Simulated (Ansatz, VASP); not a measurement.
Two plane-wave programs on C

```
C
1.0
     1.76048    0.00000    0.00000
     0.00000    1.76048    0.00000
     0.00000    0.00000    1.76048
C
1
Direct
  0.00000 0.00000 0.00000
```

Alike in both runs: functional PBEsol; k mesh 32 × 32 × 32; occupations gaussian, width 0.1 eV; no spin polarisation.

Ansatz relaxed the structure, and its values are those at the end. VASP's run is a single point on that final structure, the one shown.

|  | VASP | Ansatz |
| --- | --- | --- |
| version | VASP 6.6.1 | Ansatz 0.2.0 |
| potentials or method | VASP PAW PBE potentials, release 64 (C), cutoff 520 eV | scalar-relativistic, plane waves, PAW |
| valence electrons in the cell | 4 | 4 |

```tsv
	VASP	Ansatz	Ansatz less VASP
gap on the k mesh at the Fermi level (eV)	none	none	-
pressure (GPa)	0.5	0.0	-0.49
```

VASP's potentials were made for PBE, not for PBEsol. A gap of «none» marks a metal or a gap that the smearing closes.
